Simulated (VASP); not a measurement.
# SiC5 (P6/mmm) in VASP: further runs

The runs below take SiC5 through single point, relaxation of cell and atoms, with PBE.

Everything below comes from runs of VASP 6.6.1. Logs are shortened: lines on timing, memory, paths and dates and some standing lists are left out, and cuts for length are marked.

### Step 1. The cell of the first run

The structure is hexagonal, space group P6/mmm (No. 191). The conventional cell has a = 3.284 Å, b = 3.284 Å, c = 8.555 Å, α = 90.00°, β = 90.00°, γ = 120.00°. Within 2.3 Å of Si (site symmetry 6/mmm) lie 2 C at 1.72 Å. Within 1.7 Å of C (site symmetry 6mm) lie 2 C at 1.27 to 1.29 Å. Within 1.7 Å of C (site symmetry 6/mmm) lie 2 C at 1.29 Å. Within 1.7 Å of C (site symmetry 6mm) lie 1 C at 1.27 Å.

### Step 2. Single point, PBE

File INCAR:

```
SYSTEM = SiC5
PREC = Accurate ; ENCUT = 520
EDIFF = 1E-6 ; ISMEAR = 0
SIGMA = 0.1 ; LREAL = .FALSE.
LASPH = .TRUE. ; NELM = 60
ALGO = Normal ; ISIF = 2
LWAVE = .FALSE. ; LCHARG = .TRUE.
GGA = PE ; LELF = .TRUE.
LVHAR = .TRUE. ; NBANDS = 21
```

File KPOINTS:

```
regular mesh
0
G
  12 12 6
  0 0 0
```

File POSCAR:

```
SiC5
1.0
    3.2837672251      0.0000000000      0.0000000000
   -1.6418836126      2.8438258371      0.0000000000
    0.0000000000      0.0000000000      8.5547828977
Si C
1 5
Direct
    0.0000000000      0.0000000000      0.5000000000
    0.0000000000      0.0000000000      0.8491766994
    0.0000000000      0.0000000000      0.0000000000
    0.0000000000      0.0000000000      0.1508233006
    0.0000000000      0.0000000000      0.2992196158
    0.0000000000      0.0000000000      0.7007803842
```

Potentials or basis: VASP PAW PBE potentials, release 64 (Si, C).

The run is started by

```bash
cat potpaw_PBE.64/Si/POTCAR potpaw_PBE.64/C/POTCAR > POTCAR
mpirun -np 1 vasp_std > vasp.out
```

OUTCAR:

```text
SYSTEM = SiC5
   PREC = Accurate
   ENCUT = 520
   EDIFF = 1E-6
   ISMEAR = 0
   LREAL = .FALSE.
   LASPH = .TRUE.
   NELM = 60
   ISIF = 2
   GGA = PE

 ion  position               nearest neighbor table
   1  0.000  0.000  0.500-   5 1.72   6 1.72
   2  0.000  0.000  0.849-   6 1.27   3 1.29
   3  0.000  0.000  0.000-   2 1.29   4 1.29
   4  0.000  0.000  0.151-   5 1.27   3 1.29
   5  0.000  0.000  0.299-   4 1.27   1 1.72
   6  0.000  0.000  0.701-   2 1.27   1 1.72

  LATTYP: Found a hexagonal cell.
 ALAT       =     3.2837672251
 C/A-ratio  =     2.6051733607

  Lattice vectors:

 A1 = (   3.2837672251,   0.0000000000,   0.0000000000)
 A2 = (  -1.6418836126,   2.8438258371,   0.0000000000)
 A3 = (   0.0000000000,   0.0000000000,   8.5547828977)

Analysis of symmetry for initial positions (statically):
=====================================================================
 Subroutine PRICEL returns:
 Original cell was already a primitive cell.

 Routine SETGRP: Setting up the symmetry group for a
 hexagonal supercell.

 Subroutine GETGRP returns: Found 24 space group operations
 (whereof 24 operations were pure point group operations)
 out of a pool of 24 trial point group operations.

The static configuration has the point symmetry D_6h.

Analysis of symmetry for dynamics (positions and initial velocities):
=====================================================================
 Subroutine PRICEL returns:
 Original cell was already a primitive cell.

 Routine SETGRP: Setting up the symmetry group for a
 hexagonal supercell.

 Subroutine GETGRP returns: Found 24 space group operations
 (whereof 24 operations were pure point group operations)
 out of a pool of 24 trial point group operations.

The dynamic configuration has the point symmetry D_6h.

 Subroutine INISYM returns: Found 24 space group operations
 (whereof 24 operations are pure point group operations),
 and found     1 'primitive' translations

----------------------------------------------------------------------------------------

                                     Primitive cell

  volume of cell :      79.8885

  direct lattice vectors                    reciprocal lattice vectors
     3.283767225  0.000000000  0.000000000     0.304528285  0.175819487  0.000000000
    -1.641883613  2.843825837  0.000000000     0.000000000  0.351638974  0.000000000
[... 93 lines left out ...]
   EDIFF  = 0.1E-05   stopping-criterion for ELM
   LREAL  =      F    real-space projection
   EDIFFG = 0.1E-04   stopping-criterion for IOM
   NSW    =      0    number of steps for IOM
   IBRION =     -1    ionic relax: 0-MD 1-quasi-New 2-CG
   NFREE  =      0    steps in history (QN), initial steepest desc. (CG)
   ISIF   =      2    stress and relaxation
   ISYM   =      2    0-nonsym 1-usesym 2-fastsym
   POTIM  = 0.5000    time-step for ionic-motion
   TEBEG  =    0.0;   TEEND  =   0.0 temperature during run
   PSTRESS=    0.0 pullay stress
   NELECT =      24.0000    total number of electrons
   NUPDOWN=      -1.0000    fix difference up-down
   EMIN   =  10.00;   EMAX   =-10.00  energy-range for DOS
   EFERMI =   0.00;   METHOD = LEGACY
   ISMEAR =     0;   SIGMA  =   0.10  broadening in eV -4-tet -1-fermi 0-gaus
   EFERMI_NEDOS =   21; number of points for ismear=-14 and -15
   IALGO  =     38    algorithm
   IMIX   =      4    mixing-type and parameters
     AMIX     =   0.40;   BMIX     =  1.00
     AMIX_MAG =   1.60;   BMIX_MAG =  1.00
  volume/ion in A,a.u.               =      13.31        89.85
  Fermi-wavevector in a.u.,A,eV,Ry     =   1.096437  2.071966 16.356580  1.202175
  Thomas-Fermi vector in A             =   2.232779
   LORBIT       =      0    0 simple, 1 ext, 2 COOP (PROOUT), +10 PAW based schemes
   GGA     = PE    functional components
   LHFCALC =     F    Hartree Fock is set to
   AEXX    =    0.0000 exact exchange contribution
   IVDW    =     0    specifies the selected vdW correction
   LEPSILON=     F    determine dielectric tensor
   LRPA    =     F    only Hartree local field effects (RPA)
 non-spin polarized calculation
 Gauss-broadening in eV      SIGMA  =   0.10
  energy-cutoff  :      520.00
  volume of cell :       79.89
 maximum number of plane-waves:      2178
   NGX = 13   NGY = 13   NGZ = 31

 number of electron      23.9999998 magnetization

 Free energy of the ion-electron system (eV)
  ---------------------------------------------------
  ext. energy  EPLUGINS =         0.00000000
  ---------------------------------------------------
  free energy    TOTEN  =       -43.79009527 eV

  energy without entropy =      -43.78231253  energy(sigma->0) =      -43.78620390

 E-fermi :   2.5920     XC(G=0):  -9.2549

 val. band max:        2.5622745811   @ k =   0.2500   0.0000   0.0000
 cond. band min:       2.5979091315   @ k =   0.2500   0.0000   0.3333
 fundamental gap:      0.0356345504
 Fermi energy:         2.5919588091

 k-point     1 :       0.0000    0.0000    0.0000
  band No.  band energies     occupation
      1     -13.7679      2.00000
      2     -12.4455      2.00000
      3     -11.0258      2.00000
      4      -8.2492      2.00000
      5      -7.8368      2.00000
      6      -4.8306      2.00000
[... 565 lines left out ...]
     20      11.3865      0.00000
     21      12.4865      0.00000

 [... further k-points ...]

------------------------ aborting loop because EDIFF is reached ----------------------------------------

  FORCE on cell =-STRESS in cart. coord.  units (eV):
  Direction    XX          YY          ZZ          XY          YZ          ZX
  --------------------------------------------------------------------------------------
  -------------------------------------------------------------------------------------
  Total       -0.0087304     -0.0087304     -0.1188235      0.0000000      0.0000000     -0.0000000
  in kB       -0.1750892     -0.1750892     -2.3830254      0.0000000      0.0000000     -0.0000000
  external PRESSURE =      -0.9110680 kB  Pullay stress =       0.0000000 kB

 VOLUME and BASIS-vectors are now :
 -----------------------------------------------------------------------------
  energy-cutoff  :      520.00
  volume of cell :       79.89
      direct lattice vectors                 reciprocal lattice vectors
     3.283767225  0.000000000  0.000000000     0.304528285  0.175819487  0.000000000
    -1.641883613  2.843825837  0.000000000     0.000000000  0.351638974  0.000000000
     0.000000000  0.000000000  8.554782898     0.000000000  0.000000000  0.116893674

 POSITION                                       TOTAL-FORCE (eV/Angst)
 -----------------------------------------------------------------------------------
      0.00000      0.00000      4.27739        -0.000000     -0.000000      0.000000
      0.00000      0.00000      7.26452        -0.000000     -0.000000      0.040139
      0.00000      0.00000      0.00000        -0.000000     -0.000000      0.000000
      0.00000      0.00000      1.29026        -0.000000      0.000000     -0.040139
      0.00000      0.00000      2.55976         0.000000      0.000000      0.045981
      0.00000      0.00000      5.99502         0.000000     -0.000000     -0.045981
 -----------------------------------------------------------------------------------
    total drift:                                0.000000      0.000000      0.000000

  FREE ENERGIE OF THE ION-ELECTRON SYSTEM (eV)
  ---------------------------------------------------
  free  energy   TOTEN  =       -43.7900952689 eV

  energy  without entropy=      -43.7823125265  energy(sigma->0) =      -43.78620390
```

OSZICAR:

```text
N       E                     dE             d eps       ncg     rms          rms(c)
DAV:   1     0.708074320578E+02    0.70807E+02   -0.11327E+04  3192   0.101E+03
DAV:   2    -0.423047361247E+02   -0.11311E+03   -0.10964E+03  4277   0.196E+02
DAV:   3    -0.494376021879E+02   -0.71329E+01   -0.70186E+01  4131   0.477E+01
DAV:   4    -0.495304548961E+02   -0.92853E-01   -0.92702E-01  4216   0.643E+00
DAV:   5    -0.495316575588E+02   -0.12027E-02   -0.12025E-02  4162   0.695E-01    0.135E+01
DAV:   6    -0.445644262962E+02    0.49672E+01   -0.29043E+01  3883   0.174E+01    0.721E+00
DAV:   7    -0.439681740428E+02    0.59625E+00   -0.30180E+00  3902   0.802E+00    0.397E+00
DAV:   8    -0.438012871704E+02    0.16689E+00   -0.51555E-01  3975   0.368E+00    0.156E+00
DAV:   9    -0.437901671141E+02    0.11120E-01   -0.10480E-01  3910   0.159E+00    0.459E-01
DAV:  10    -0.437901721115E+02   -0.49975E-05   -0.66828E-03  3918   0.427E-01    0.182E-01
DAV:  11    -0.437900629722E+02    0.10914E-03   -0.14795E-03  3839   0.194E-01    0.572E-02
DAV:  12    -0.437900742135E+02   -0.11241E-04   -0.70858E-05  4241   0.486E-02    0.469E-02
DAV:  13    -0.437900962291E+02   -0.22016E-04   -0.38425E-05  3763   0.363E-02    0.112E-02
DAV:  14    -0.437900952689E+02    0.96011E-06   -0.26104E-06  3735   0.102E-02
   1 F= -.43790095E+02 E0= -.43786204E+02  d E =-.778274E-02
```

It took 2.2 min on 1 thread of Intel Xeon Platinum 8488C (Sapphire Rapids), shared host; peak memory 0.24 GiB.

What came out:

```
Free energy            : -43.7901 eV
Pressure               : -0.1 GPa
Largest force          : 0.046 eV/Å
Band gap on the k mesh : zero (band 12 reaches 3.52 eV, above the bottom of band 13 at 1.76 eV)
```

Forces on the atoms (eV/Å):
```
Si   0.000  0.000  0.000
C    0.000  0.000  0.040
C    0.000  0.000  0.000
C    0.000  0.000 -0.040
C    0.000  0.000  0.046
C    0.000  0.000 -0.046
```

Levels at points of the mesh, in eV from the Fermi level:
```tsv
k point	band 9	band 10	band 11	band 12	band 13	band 14	band 15	band 16
(0.00, 0.00, 0.00)	-1.79	-1.79	-0.21	0.42	0.42	4.60	4.60	5.91
(0.50, 0.00, 0.00)	-4.09	-3.90	-2.33	-0.42	1.04	1.79	2.24	4.03
(0.00, 0.00, 0.50)	-1.95	-1.95	-0.17	0.93	0.93	3.23	3.23	6.15
(0.50, 0.00, 0.50)	-4.04	-2.59	-1.82	-1.81	0.37	2.06	2.29	4.80
```

### Step 3. Relaxation of cell and atoms, PBE

This run uses another cell than the first one, of 13.02 Å³/atom, 0.978 times its volume.

File INCAR:

```
SYSTEM = SiC5
PREC     = Accurate       ! precision mode
ENCUT    = 600            ! plane-wave cutoff, eV
EDIFF    = 1E-7           ! SCF threshold, eV
ISMEAR   = 0              ! smearing method
SIGMA    = 0.1            ! smearing width, eV
LREAL    = .False.        ! projectors in reciprocal space
LASPH    = .True.         ! aspherical terms in the spheres
NELM     = 60             ! most SCF steps
ALGO     = Normal         ! electronic algorithm
ISIF     = 3              ! what is computed and relaxed
LWAVE    = .False.        ! write WAVECAR
LCHARG   = .False.        ! write CHGCAR
GGA      = PE             ! functional
IBRION   = 2              ! ionic algorithm
NSW      = 100            ! ionic steps
EDIFFG   = -0.01          ! ionic threshold
```

File KPOINTS:

```
Automatic mesh
0
Gamma
  12 12 6
  0 0 0
```

File POSCAR:

```
SiC5
1.0
    3.2469718364      0.0000000000      0.0000000000
   -1.6234859182      2.8119600957      0.0000000000
    0.0000000000      0.0000000000      8.5580469584
Si C
1 5
Direct
    0.0000000000      0.0000000000      0.5000000000
    0.0000000000      0.0000000000      0.8492788144
    0.0000000000      0.0000000000      0.0000000000
    0.0000000000      0.0000000000      0.1507211856
    0.0000000000      0.0000000000      0.2989907092
    0.0000000000      0.0000000000      0.7010092908
```

Potentials or basis: VASP PAW PBE potentials, release 64 (Si, C).

The run is started by

```bash
cat potpaw_PBE.64/Si/POTCAR potpaw_PBE.64/C/POTCAR > POTCAR
mpirun -np 1 vasp_std > vasp.out
```

Wall time 14 min (1 thread of Intel Xeon Platinum 8488C (Sapphire Rapids), shared host); peak memory 0.28 GiB.

It converged, with:

* Free energy: -43.7954 eV
* Relaxed volume: 13.25 Å³/atom
* Relaxed cell: a = 3.276 Å, b = 3.276 Å, c = 8.552 Å, α = 90.00°, β = 90.00°, γ = 120.00°
* Space group after relaxing (to 0.05 Å): P6/mmm (No. 191)
* Energy gained by relaxing: 0.2 meV/atom
* Ionic steps: 11
* Pressure after relaxing: 0.0 GPa
* Largest force after relaxing: 0.004 eV/Å
* Band gap on the k mesh: zero (band 12 reaches 3.57 eV, above the bottom of band 13 at 1.79 eV)

Forces on the atoms (eV/Å):
```
Si   0.000  0.000  0.000
C    0.000  0.000  0.004
C    0.000  0.000  0.000
C    0.000  0.000 -0.004
C    0.000  0.000  0.000
C    0.000  0.000  0.000
```

The path:
```tsv
step	energy change (eV)	largest force (eV/Å)	pressure (GPa)	volume (Å³)
1	0.0000	0.0051	0.18	78.14
2	-0.0003	0.0252	0.26	78.30
3	-0.0006	0.0752	0.42	78.57
4	-0.0007	0.0664	0.38	78.62
5	-0.0009	0.0388	0.26	78.76
6	-0.0012	0.0156	0.02	79.04
7	-0.0012	0.0374	-0.08	79.15
8	-0.0012	0.0230	-0.08	79.23
9	-0.0013	0.0273	-0.09	79.46
10	-0.0013	0.0121	0.02	79.49
11	-0.0013	0.0036	-0.02	79.48
```

Final structure:
```
CELL_PARAMETERS angstrom
3.27587 0.00000 0.00000
-1.63794 2.83699 0.00000
0.00000 0.00000 8.55186
ATOMIC_POSITIONS crystal
Si 0.00000 0.00000 0.50000
C 0.00000 0.00000 0.84918
C 0.00000 0.00000 0.00000
C 0.00000 0.00000 0.15082
C 0.00000 0.00000 0.29926
C 0.00000 0.00000 0.70074
```

Levels at points of the mesh, in eV from the Fermi level:
```tsv
k point	band 9	band 10	band 11	band 12	band 13	band 14	band 15	band 16
(0.00, 0.00, 0.00)	-1.78	-1.78	-0.23	0.43	0.43	4.61	4.61	5.94
(0.50, 0.00, 0.00)	-4.09	-3.93	-2.33	-0.41	1.02	1.77	2.25	4.03
(0.00, 0.00, 0.50)	-1.94	-1.94	-0.18	0.94	0.94	3.25	3.25	6.18
(0.50, 0.00, 0.50)	-4.04	-2.58	-1.84	-1.84	0.37	2.07	2.29	4.78
```
